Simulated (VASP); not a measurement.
# HC32 (a cell with a defect) (H_i (bond centre)) in VASP: notebook

HC32 (a cell with a defect) (H_i (bond centre)) is run at these levels: PBE, r2SCAN; tasks: single point.

All numbers are computed with VASP 6.6.1; they aren't measurements. Logs are shortened: lines on timing, memory, paths and dates and some standing lists are left out, and cuts for length are marked.

**1. The cell of the first run**

The cell holds a defect, 33 atoms: a = 6.186 Å, b = 6.186 Å, c = 6.186 Å, α = 109.47°, β = 109.47°, γ = 109.47°.

**2. Single point, PBE**

File INCAR:

```
PREC = Accurate ; ENCUT = 520
EDIFF = 1E-6 ; ISMEAR = 0
SIGMA = 0.01 ; LREAL = Auto
LASPH = T ; NELM = 120
ALGO = Normal ; ISIF = 2
LWAVE = F ; LCHARG = F
GGA = PE ; NELECT = 130.0
NBANDS = 86 ; GGA_COMPAT = F
```

File KPOINTS:

```
Automatic mesh
0
Gamma
  1 1 1
  0.25 0.25 0.25
```

File POSCAR:

```
HC32
1.0
   -3.5716218665      3.5716218665      3.5716218665
    3.5716218665     -3.5716218665      3.5716218665
    3.5716218665      3.5716218665     -3.5716218665
C H
32 1
Direct
   -0.0032822957     -0.0102299523     -0.0034708994
   -0.0032325350      0.2461431644      0.7400565806
   -0.0018046039      0.4968357826      0.4952624354
   -0.0019030278      0.7449016464      0.2472202760
    0.2515975728     -0.0007117537      0.7497038843
    0.2474303007      0.2475013494      0.4952727413
    0.1846458408      0.4340538290      0.1844465796
    0.2473881382      0.7448636564     -0.0022167157
    0.5090434220      0.0095490634      0.5088348967
    0.4955683597      0.2475005770      0.2473018504
    0.4954919306      0.4968101293     -0.0021270679
    0.5090358060      0.7583938385      0.7600198310
    0.7499127434     -0.0007296138      0.2513366776
    0.7401530852      0.2460444765     -0.0035157486
    0.7499409413      0.5009717522      0.7496885169
    0.7602539270      0.7584495958      0.5088590513
    0.0059127582     -0.0010944934      0.7492712574
   -0.0038569240      0.2454963324      0.4941400007
   -0.0141315726      0.4864779014      0.2368211806
   -0.0037776993      0.7438235453     -0.0040222093
    0.2506967568     -0.0024936475      0.4985950025
    0.2372407954      0.2354581526      0.2370205214
    0.2371530577      0.4865327202     -0.0142949334
    0.2506664185      0.7481577112      0.7478862942
    0.4987834510     -0.0025318703      0.2504796943
    0.4943828231      0.2455027966     -0.0040345107
    0.4987849180      0.5000847206      0.7478737297
    0.5613797244      0.8106905037      0.5612546095
    0.7494922236     -0.0011013686      0.0056654934
    0.7494714651      0.2551956778      0.7492182981
    0.7481967856      0.5001273233      0.4985993520
    0.7481126792      0.7481537017      0.2504568228
    0.3729005749      0.6226519788      0.3728497174
```

Potentials or basis: VASP PAW PBE potentials, release 64 (C, H).

Started as:

```console
$ cat potpaw_PBE.64/C/POTCAR potpaw_PBE.64/H/POTCAR > POTCAR
$ mpirun -np 1 vasp_std > vasp.out
```

OUTCAR:

```text
PREC = Accurate
   ENCUT = 520
   EDIFF = 1E-6
   ISMEAR = 0
   LREAL = Auto
   LASPH = T
   NELM = 120
   ISIF = 2
   GGA = PE
   NELECT = 130.0

 ion  position               nearest neighbor table
   1  0.997  0.990  0.997-  22 1.50  20 1.52  29 1.57  17 1.57
   2  0.997  0.246  0.740-  23 1.50  18 1.52  17 1.57  30 1.57
   3  0.998  0.497  0.495-  18 1.55  19 1.55  24 1.56  31 1.56
   4  0.998  0.745  0.247-  20 1.55  19 1.55  32 1.56  21 1.56
   5  0.252  0.999  0.750-  26 1.52  17 1.52  24 1.55  21 1.55
   6  0.247  0.248  0.495-  18 1.55  22 1.55  27 1.56  21 1.56
[... 24 lines left out ...]
  31  0.748  0.500  0.499-  15 1.55  16 1.55  10 1.56   3 1.56
  32  0.748  0.748  0.250-  13 1.55  16 1.55   4 1.56  11 1.56
  33  0.373  0.623  0.373-  28 1.16   7 1.17

  LATTYP: Found a body centered cubic cell.
 ALAT       =     7.1432437330

  Lattice vectors:

 A1 = (  -3.5716218665,   3.5716218665,   3.5716218665)
 A2 = (   3.5716218665,  -3.5716218665,   3.5716218665)
 A3 = (   3.5716218665,   3.5716218665,  -3.5716218665)

Analysis of symmetry for initial positions (statically):
=====================================================================
 Subroutine PRICEL returns:
 Original cell was already a primitive cell.

 Routine SETGRP: Setting up the symmetry group for a
 body centered cubic supercell.

 Subroutine GETGRP returns: Found  1 space group operations
 (whereof  1 operations were pure point group operations)
 out of a pool of 48 trial point group operations.

The static configuration has the point symmetry C_1 .

Analysis of symmetry for dynamics (positions and initial velocities):
=====================================================================
 Subroutine PRICEL returns:
 Original cell was already a primitive cell.

 Routine SETGRP: Setting up the symmetry group for a
 body centered cubic supercell.

 Subroutine GETGRP returns: Found  1 space group operations
 (whereof  1 operations were pure point group operations)
 out of a pool of 48 trial point group operations.

The dynamic configuration has the point symmetry C_1 .

 Subroutine INISYM returns: Found  1 space group operations
 (whereof  1 operations are pure point group operations),
[... 134 lines left out ...]
   EDIFF  = 0.1E-05   stopping-criterion for ELM
   LREAL  =      T    real-space projection
   EDIFFG = 0.1E-04   stopping-criterion for IOM
   NSW    =      0    number of steps for IOM
   IBRION =     -1    ionic relax: 0-MD 1-quasi-New 2-CG
   NFREE  =      0    steps in history (QN), initial steepest desc. (CG)
   ISIF   =      2    stress and relaxation
   ISYM   =      2    0-nonsym 1-usesym 2-fastsym
   POTIM  = 0.5000    time-step for ionic-motion
   TEBEG  =    0.0;   TEEND  =   0.0 temperature during run
   PSTRESS=    0.0 pullay stress
   NELECT =     130.0000    total number of electrons
   NUPDOWN=      -1.0000    fix difference up-down
   EMIN   =  10.00;   EMAX   =-10.00  energy-range for DOS
   EFERMI =   0.00;   METHOD = LEGACY
   ISMEAR =     0;   SIGMA  =   0.01  broadening in eV -4-tet -1-fermi 0-gaus
   EFERMI_NEDOS =   21; number of points for ismear=-14 and -15
   IALGO  =     38    algorithm
   IMIX   =      4    mixing-type and parameters
     AMIX     =   0.40;   BMIX     =  1.00
     AMIX_MAG =   1.60;   BMIX_MAG =  1.00
  volume/ion in A,a.u.               =       5.52        37.27
  Fermi-wavevector in a.u.,A,eV,Ry     =   1.462751  2.764199 29.111586  2.139641
  Thomas-Fermi vector in A             =   2.578928
   LORBIT       =      0    0 simple, 1 ext, 2 COOP (PROOUT), +10 PAW based schemes
   GGA     = PE    functional components
   LHFCALC =     F    Hartree Fock is set to
   AEXX    =    0.0000 exact exchange contribution
   IVDW    =     0    specifies the selected vdW correction
   LEPSILON=     F    determine dielectric tensor
   LRPA    =     F    only Hartree local field effects (RPA)
 non-spin polarized calculation
 Gauss-broadening in eV      SIGMA  =   0.01
  energy-cutoff  :      520.00
  volume of cell :      182.25
 maximum number of plane-waves:      4904
 NGX is ok and might be reduce to    48
   NGX = 23   NGY = 23   NGZ = 23

 number of electron     130.0000010 magnetization

 Free energy of the ion-electron system (eV)
  ---------------------------------------------------
  ext. energy  EPLUGINS =         0.00000000
  ---------------------------------------------------
  free energy    TOTEN  =      -275.72122426 eV

  energy without entropy =     -275.72122426  energy(sigma->0) =     -275.72122426

 E-fermi :  12.4969     XC(G=0): -13.2910

 val. band max:       12.3821787647   @ k =   0.2500   0.2500   0.2500
 cond. band min:      15.3954632493   @ k =   0.2500   0.2500   0.2500
 fundamental gap:      3.0132844846
 Fermi energy:        12.4969063374

 k-point     1 :       0.2500    0.2500    0.2500
  band No.  band energies     occupation
      1     -10.3518      2.00000
      2     -10.1931      2.00000
      3     -10.1916      2.00000
      4      -9.8954      2.00000
      5      -6.1273      2.00000
      6      -6.0447      2.00000
[... 69 lines left out ...]
     76      15.9846      0.00000
     77      17.0160      0.00000
 [bands above 77 left out]

------------------------ aborting loop because EDIFF is reached ----------------------------------------

  FORCE on cell =-STRESS in cart. coord.  units (eV):
  Direction    XX          YY          ZZ          XY          YZ          ZX
  --------------------------------------------------------------------------------------
  -------------------------------------------------------------------------------------
  Total       29.4836276     29.5004971     29.4726688     12.4580012     12.4424810     12.4444296
  in kB      259.2000547    259.3483600    259.1037125    109.5222962    109.3858531    109.4029842
  external PRESSURE =     259.2173757 kB  Pullay stress =       0.0000000 kB

 VOLUME and BASIS-vectors are now :
 -----------------------------------------------------------------------------
  energy-cutoff  :      520.00
  volume of cell :      182.25
      direct lattice vectors                 reciprocal lattice vectors
    -3.571621867  3.571621867  3.571621867     0.000000000  0.139992423  0.139992423
     3.571621867 -3.571621867  3.571621867     0.139992423  0.000000000  0.139992423
     3.571621867  3.571621867 -3.571621867     0.139992423  0.139992423  0.000000000

 POSITION                                       TOTAL-FORCE (eV/Angst)
 -----------------------------------------------------------------------------------
      3.53441      3.58404      3.53576        -0.008186     -0.004489      0.006245
     -0.03774      5.32415      1.79600        -0.001920      0.001144     -0.031657
     -0.02178      3.55956      3.57080        -0.007443     -0.013171     -0.023001
     -0.02134      1.78730      5.34235        -0.017483     -0.006135     -0.001289
      5.34813      0.00719      1.79003         0.004330      0.009603      0.010661
      1.76918      1.76867     -0.00122        -0.002101     -0.006827     -0.007181
[... 25 lines left out ...]
      0.89468      0.89439      4.44956         0.008842     -0.004118     -0.009205
      2.22370      0.43966      2.22406        -0.005700      0.009166     -0.000027
 -----------------------------------------------------------------------------------
    total drift:                               -0.071743     -0.035886     -0.063858

  FREE ENERGIE OF THE ION-ELECTRON SYSTEM (eV)
  ---------------------------------------------------
  free  energy   TOTEN  =      -275.7212242612 eV

  energy  without entropy=     -275.7212242612  energy(sigma->0) =     -275.72122426
```

Run time: 30 s. Hardware: 1 thread of AMD EPYC 9R45 (Zen 5), shared host; peak memory 0.27 GiB.

Results:

```
Free energy   : -275.7212 eV
Largest force : 0.040 eV/Å
```

Forces in eV/Å, atoms in the order of the input:
```
C   -0.008 -0.004  0.006
C   -0.002  0.001 -0.032
C   -0.007 -0.013 -0.023
C   -0.017 -0.006 -0.001
C    0.004  0.010  0.011
C   -0.002 -0.007 -0.007
C    0.002 -0.013  0.014
C    0.011  0.009 -0.016
C   -0.004 -0.004 -0.003
C   -0.006 -0.025  0.001
C   -0.010  0.002 -0.014
C    0.001  0.001 -0.006
C    0.020  0.013 -0.005
C   -0.032  0.007  0.023
C    0.016 -0.002  0.014
C   -0.010 -0.006 -0.009
C    0.013 -0.009 -0.015
C    0.017  0.009  0.017
C    0.023  0.022  0.008
C    0.016 -0.010  0.006
C   -0.016  0.007  0.002
C   -0.003  0.011 -0.006
C    0.015  0.010  0.014
C   -0.019 -0.001  0.013
C   -0.006  0.006 -0.008
C    0.013  0.003  0.013
C   -0.002  0.004  0.000
C   -0.002 -0.020  0.026
C   -0.011 -0.007 -0.001
C    0.004  0.007 -0.006
C    0.000 -0.002 -0.006
C    0.009 -0.004 -0.009
H   -0.006  0.009  0.000
```

Caveat: the k points lie up to 1.24 Å⁻¹ apart; the cell carries a net charge on a neutralising background, which shifts energy and pressure; the cell is charged against a uniform background, so pressure and absolute levels hang on convention.

**3. Single point, PBE, collinear spin**

File INCAR:

```
SYSTEM = HC32
ALGO = Normal ; EDIFF = 1E-6
ENCUT = 520 ; GGA = PE
GGA_COMPAT = .FALSE. ; ISIF = 2
ISMEAR = -1 ; ISPIN = 2
LASPH = .TRUE. ; LCHARG = .FALSE.
LORBIT = 11 ; LREAL = Auto
LWAVE = .FALSE. ; MAGMOM = 0.01 0.01 0 0 0 0 0.13 0 -0.01 0 0 -0.01 0 0.01 0 -0.01 0.01 0 -0.01 0 0 -0.01 -0.01 0 0 0 0 0.13 0.01 0.01 0 0 0.02
NBANDS = 90 ; NELM = 200
NUPDOWN = 1.0 ; PREC = Accurate
SIGMA = 0.01
```

File KPOINTS:

```
k-points
0
G
  1 1 1
  0 0 0
```

File POSCAR:

```
HC32
1.0
   -3.5716218665      3.5716218665      3.5716218665
    3.5716218665     -3.5716218665      3.5716218665
    3.5716218665      3.5716218665     -3.5716218665
C H
32 1
Direct
   -0.0018121667     -0.0080261991      0.0001116375
   -0.0018136065      0.2474975123      0.7445842027
   -0.0000144130      0.4984216505      0.5001769959
   -0.0000154250      0.7475638783      0.2510349549
    0.2526004800      0.0006545210      0.7532664821
    0.2491102251      0.2493028107      0.5001732954
    0.1924099588      0.4417292581      0.1943365788
    0.2491114081      0.7475633644      0.0019114726
    0.5089990593      0.0112459958      0.5109234992
    0.4982496433      0.2493024754      0.2510319876
    0.4982515893      0.4984205779      0.0019098404
    0.5089992915      0.7583083536      0.7638521235
    0.7513392760      0.0006519147      0.2545218304
    0.7426642779      0.2474999481      0.0001116781
    0.7513402844      0.5019095781      0.7532643707
    0.7619311394      0.7583116963      0.5109253702
    0.0074082822      0.0011981236      0.7538093139
   -0.0012743522      0.2480382269      0.4993901474
   -0.0118703907      0.4903800513      0.2429921753
   -0.0012731652      0.7467787947      0.0006508934
    0.2518137897     -0.0006018573      0.5028779793
    0.2410673351      0.2374506577      0.2429918270
    0.2410619642      0.4903761596     -0.0099488079
    0.2518135880      0.7502619830      0.7520055256
    0.5009533539     -0.0006026022      0.2537380124
    0.4974682878      0.2480392585      0.0006491317
    0.5009559777      0.5011250938      0.7520054833
    0.5576518352      0.8069596869      0.5595730330
    0.7518832342      0.0011938505      0.0093275248
    0.7518821871      0.2567124448      0.7538053498
    0.7500808378      0.5011262582      0.5028789618
    0.7500780975      0.7502627987      0.2537372710
    0.3750067196      0.6243491430      0.3769052979
```

Potentials or basis: VASP PAW PBE potentials, release 64 (C, H).

Started as:

```console
$ cat potpaw_PBE.64/C/POTCAR potpaw_PBE.64/H/POTCAR > POTCAR
$ mpirun -np 1 vasp_gam > vasp.out
```

Wall time 46 s (1 thread of AMD EPYC 9R45 (Zen 5), shared host); peak memory 0.34 GiB.

Results (log left out):

* Free energy: -284.6088 eV
* Pressure: 16.2 GPa
* Largest force: 0.208 eV/Å
* Net moment: 1.00 μB per cell
* Site moments: C +0.01, +0.00, +0.28, -0.01; H +0.05 μB
* Valence electrons inside the program's atomic spheres: C 2.60, 2.57, 2.61, 2.71, 2.62; H 0.85

Forces in eV/Å, atoms in the order of the input:
```
C   -0.013  0.063 -0.014
C   -0.015 -0.018  0.066
C   -0.084  0.018  0.098
C   -0.085  0.102  0.016
C   -0.039 -0.091 -0.095
C    0.019 -0.085  0.094
C    0.072  0.072  0.073
C    0.020  0.102 -0.086
C    0.060 -0.190  0.060
C    0.099 -0.083  0.017
C    0.099  0.022 -0.087
C    0.059  0.056 -0.184
C   -0.091 -0.090 -0.042
C    0.066 -0.015 -0.014
C   -0.091 -0.035 -0.095
C   -0.188  0.060  0.060
C   -0.068  0.014  0.016
C    0.094  0.094  0.040
C    0.184 -0.063 -0.060
C    0.092  0.041  0.091
C   -0.099  0.090 -0.021
C   -0.064  0.185 -0.058
C   -0.059 -0.061  0.186
C   -0.098 -0.020  0.087
C   -0.020  0.086 -0.100
C    0.038  0.092  0.089
C   -0.020 -0.100  0.087
C   -0.071 -0.074 -0.071
C    0.009  0.010 -0.063
C    0.018 -0.068  0.018
C    0.088 -0.095 -0.020
C    0.087 -0.020 -0.095
H    0.001  0.000  0.004
```

Stress tensor (GPa, compression positive):
```
16.20  9.68  9.67
 9.68 16.22  9.65
 9.67  9.65 16.22
```

Caveat: the k points lie up to 1.24 Å⁻¹ apart; the total moment is fixed, so each spin has its own Fermi level.

(Part 1 of 2 ends here.)
